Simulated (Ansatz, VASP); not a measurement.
One calculation of SrVO3, two programs

```
Sr V O
1.0
     3.94620    0.00000    0.00000
     0.00000    3.94620    0.00000
     0.00000    0.00000    3.94620
Sr V O
1 1 3
Direct
  0.00000 0.00000 0.00000
  0.50000 0.50000 0.50000
  0.50000 0.50000 0.00000
  0.50000 0.00000 0.50000
  0.00000 0.50000 0.50000
```

Alike in both runs: task single point; functional PBE; k mesh 6 × 6 × 6; occupations gaussian, width 0.1 eV; collinear spin; Hubbard terms V d U = 3.25 eV.

|  | VASP | Ansatz |
| --- | --- | --- |
| version | VASP 6.6.1 | Ansatz development build ahead of 0.2.0 |
| potentials or method | VASP PAW PBE potentials, release 64 (Sr_sv, V_sv, O) | norm-conserving potentials, plane waves, scalar-relativistic |
| plane-wave cutoff (eV) | 520 | 1240 |

|  | VASP | Ansatz | Ansatz less VASP |
| --- | --- | --- | --- |
| net moment per atom (μB) | 0.20 | 0.20 | 0.000 |
| size of the moment on the site where the two differ most (μB) | 1.16 | 0.88 | -0.277 |

Site moments also hang on the region over which each program counts them. The programs project onto different local orbitals, so the same U acts differently, and such runs can settle in different states. Ansatz's warnings: filled band counts differ across k points.
